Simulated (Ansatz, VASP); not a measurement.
## One calculation of Al, two programs

```
Al
1.0
     2.73540    0.00000    0.00000
    -1.36770    2.36893    0.00000
     0.00000    0.00000    9.85380
Al
4
Direct
  0.00000 0.00000 0.00000
  0.33333 0.66667 0.25000
  0.00000 0.00000 0.50000
  0.66667 0.33333 0.75000
```

Alike in both runs: task single point; functional PBEsol; dispersion D3(BJ); k mesh 18 × 18 × 6; occupations gaussian, width 0.15 eV; no spin polarisation.

```csv
,VASP,Ansatz
version,VASP 6.6.1,Ansatz 0.2.0
potentials or method,"VASP PAW PBE potentials, release 64 (Al), cutoff 520 eV","scalar-relativistic, plane waves, PAW"
valence electrons in the cell,12,12
```

|  | VASP | Ansatz | Ansatz less VASP |
| --- | --- | --- | --- |
| gap on the k mesh at the Fermi level (eV) | none | none | - |
| pressure (GPa) | -0.7 | -0.8 | -0.10 |
| traceless stress, the component that is largest in VASP (GPa) | -5.47 | -5.43 | +0.047 |

VASP's potentials were made for PBE, not for PBEsol, and Ansatz warns of the same on its side. A gap of «none» marks a metal or a gap that the smearing closes.
